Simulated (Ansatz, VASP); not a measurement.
## Two plane-wave programs on Ga

```
Ga
1.0
     4.21754    0.00000    0.00000
     0.00000    4.21754    0.00000
     0.00000    0.00000    4.21754
Ga
4
Direct
  0.00112 0.00112 0.00112
  0.49888 0.99888 0.50112
  0.50112 0.49888 0.99888
  0.99888 0.50112 0.49888
```

Alike in both runs: functional PBE; k mesh 4 × 4 × 4; occupations gaussian, width 0.1 eV; no spin polarisation.

Ansatz relaxed the structure, and its values are those at the end. VASP's run is a single point on that final structure, the one shown.

|  | VASP | Ansatz |
| --- | --- | --- |
| version | VASP 6.6.1 | Ansatz 0.2.0 |
| potentials or method | VASP PAW PBE potentials, release 64 (Ga_d), cutoff 500 eV | scalar-relativistic, plane waves, PAW |
| valence electrons in the cell | 52 | 52 |

```csv
,VASP,Ansatz,Ansatz less VASP
gap on the k mesh at the Fermi level (eV),none,none,-
pressure (GPa),-0.2,-0.3,-0.03
rms of the force components (eV/Å),0.004,0.004,-0.0002
```

A gap of «none» marks a metal or a gap that the smearing closes.

The k mesh is coarse, so the values compare programs but aren't converged.
